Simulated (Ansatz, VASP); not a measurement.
# Ti in VASP and in Ansatz

File INCAR:

```
PREC = Accurate
ENCUT = 520
EDIFF = 1E-7
ISMEAR = -1
SIGMA = 0.05
LREAL = False
LASPH = True
NELM = 100
ALGO = Normal
ISIF = 2
LWAVE = False
LCHARG = False
NBANDS = 12
```

File KPOINTS:

```
Automatic mesh
0
Gamma
  15 15 15
```

The input POSCAR:

```
Ti
1.0
    0.0000000000      2.0300000000      1.9894000000
    2.0300000000      0.0000000000      1.9894000000
    2.0300000000      2.0300000000      0.0000000000
Ti
1
Direct
    0.0000000000      0.0000000000      0.0000000000
```

Input for Ansatz:

```yaml
crystal:
  lattice:
    - [0.0, 2.03, 1.9894]
    - [2.03, 0.0, 1.9894]
    - [2.03, 2.03, 0.0]
  atoms:
    - { symbol: Ti, position: [0.0, 0.0, 0.0] }
kpoints:
  mp_grid: { grid: [15, 15, 15] }
  band_path:
    path:
      - [0.0, 0.0, 0.0]
      - [0.0, 0.5, 0.5]
      - [0.25, 0.75, 0.5]
      - [0.0, 0.5, 0.0]
      - [0.0, 0.0, 0.0]
      - [0.5, 0.5, 0.0]
      - [0.3801541025, 0.6198458975, 0.0]
      - [-0.3801541025, 0.3801541025, 0.0]
      - [0.0, 0.0, 0.0]
    npoints: 5
scf:
  occupations: { method: fermi_dirac, width: 0.05 }
hamiltonian:
  xc: lda
  pseudopotentials: { kind: all_electron, lapw: { basis_error: 0.00025 } }
output:
  forces: true
  stress: true
  eigenvalues: true
```

Change from the starting cell: zz strain of -2 %.

Alike in both runs: task single point; functional LDA; k mesh 15 × 15 × 15; occupations fermi-dirac, width 0.05 eV; no spin polarisation.

|  | VASP | Ansatz |
| --- | --- | --- |
| version | VASP 6.6.1 | Ansatz 0.2.0 |
| potentials or method | VASP PAW LDA potentials, release 64 (Ti_sv), cutoff 520 eV | all-electron LAPW, scalar-relativistic |

VASP gave:

- pressure (GPa): -2.8
- traceless stress, the component that is largest in VASP (GPa): 0.55

Task: Which values does Ansatz return?

Result: Pressure (GPa): -2.6; traceless stress, the component that is largest in VASP (GPa): 0.55.

LDA's correlation is that of Perdew and Zunger in VASP and of Perdew and Wang (1992) in Ansatz. Ansatz ran all-electron here, and VASP with PAW potentials.
